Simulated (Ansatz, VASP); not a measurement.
## Two plane-wave programs on CaBPd3

INCAR

```
SYSTEM = CaBPd3
PREC     = Accurate       ! precision mode
ENCUT    = 520            ! plane-wave cutoff, eV
EDIFF    = 1E-6           ! SCF threshold, eV
ISMEAR   = -1             ! smearing method
SIGMA    = 0.1            ! smearing width, eV
LREAL    = .FALSE.        ! projectors in reciprocal space
LASPH    = .TRUE.         ! aspherical terms in the spheres
NELM     = 60             ! most SCF steps
ALGO     = Normal         ! electronic algorithm
ISIF     = 2              ! what is computed and relaxed
LWAVE    = .FALSE.        ! write WAVECAR
LCHARG   = .FALSE.        ! write CHGCAR
GGA      = CA             ! functional
NBANDS   = 30             ! bands
```

File KPOINTS:

```
Automatic mesh
0
G
  6 6 6
  0 0 0
```

File POSCAR:

```
CaBPd3
1.0
    4.3895971739      0.0000000000      0.0000000000
    0.0000000000      4.3895971739      0.0000000000
    0.0000000000      0.0000000000      4.3895971739
Ca B Pd
1 1 3
Direct
    0.5000000000      0.5000000000      0.5000000000
    0.0000000000      0.0000000000      0.0000000000
    0.5000000000      0.0000000000      0.0000000000
    0.0000000000      0.5000000000      0.0000000000
    0.0000000000      0.0000000000      0.5000000000
```

Input for Ansatz:

```yaml
crystal:
  lattice:
    - [4.3895971738683075, 0.0, 0.0]
    - [0.0, 4.3895971738683075, 0.0]
    - [0.0, 0.0, 4.3895971738683075]
  atoms:
    - { symbol: Ca, position: [0.5, 0.5, 0.5] }
    - { symbol: B, position: [0.0, 0.0, 0.0] }
    - { symbol: Pd, position: [0.5, 0.0, 0.0] }
    - { symbol: Pd, position: [0.0, 0.5, 0.0] }
    - { symbol: Pd, position: [0.0, 0.0, 0.5] }
basis:
  ecutwfc: 476.19925930478996
kpoints:
  mp_grid:
    grid: [6, 6, 6]
hamiltonian:
  xc: lda
scf:
  max_iter: 80
  mixing:
    algorithm: msr1
    beta: 0.7
  occupations:
    method: fermi_dirac
output:
  stress: true
```

Alike in both runs: task single point; functional LDA; k mesh 6 × 6 × 6; no spin polarisation.

|  | VASP | Ansatz |
| --- | --- | --- |
| version | VASP 6.6.1 | Ansatz 0.2.0 |
| potentials or method | VASP PAW LDA potentials, release 64 (Ca_sv, B, Pd), cutoff 520 eV | plane waves, PAW |
| occupations | fermi-dirac, width 0.1 eV | fermi-dirac |
| valence electrons in the cell | 43 | 67 |

|  | VASP | Ansatz | Ansatz less VASP |
| --- | --- | --- | --- |
| pressure (GPa) | -14.6 | -14.9 | -0.34 |

LDA's correlation is that of Perdew and Zunger in VASP and of Perdew and Wang (1992) in Ansatz. VASP's potentials hold 43 valence electrons a cell and Ansatz's 67, so a difference there can come from the potentials and not from the codes.
